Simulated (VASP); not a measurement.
Crystal: BeSiSb2.

```
CELL_PARAMETERS angstrom
4.16830 0.00000 0.00000
0.00000 4.16830 0.00000
0.00000 0.00000 11.43832
ATOMIC_POSITIONS crystal
Be 0.50000 0.00000 0.88822
Be 0.00000 0.50000 0.11178
Sb 0.50000 0.50000 0.00000
Sb 0.00000 0.00000 0.22462
Sb 0.50000 0.50000 0.50000
Sb 0.00000 0.00000 0.77538
Si 0.50000 0.00000 0.36106
Si 0.00000 0.50000 0.63894
```

Base run:

| Property | Result |
| --- | --- |
| Program | VASP 6.6.1 |
| Functional | r2SCAN |
| Potentials or basis | VASP PAW PBE potentials, release 64 (Be, Sb, Si) |
| Cutoff | 520 eV |
| k mesh | 6 × 6 × 2 |
| Occupations | fermi-dirac, width 0.02 eV |
| Spin | no spin polarisation |

Its results: band gap on the k mesh zero (bands 16 and 17 overlap by 0.16 eV); pressure 0.3 GPa; largest force 0.037 eV/Å.

Q: The run is repeated on the same cell with these changes: functional from r2SCAN to PBE. What comes out?

A: Band gap on the k mesh zero (bands 16 and 17 overlap by 0.16 eV); pressure 1.3 GPa; largest force 0.217 eV/Å.

Caveats: semilocal functionals underestimate gaps, and a narrow one can read as zero; spin-orbit coupling is left out, which moves the levels of the heavy elements; the PAW data sets were made with another functional, which shifts forces and pressure a little (at least some runs).
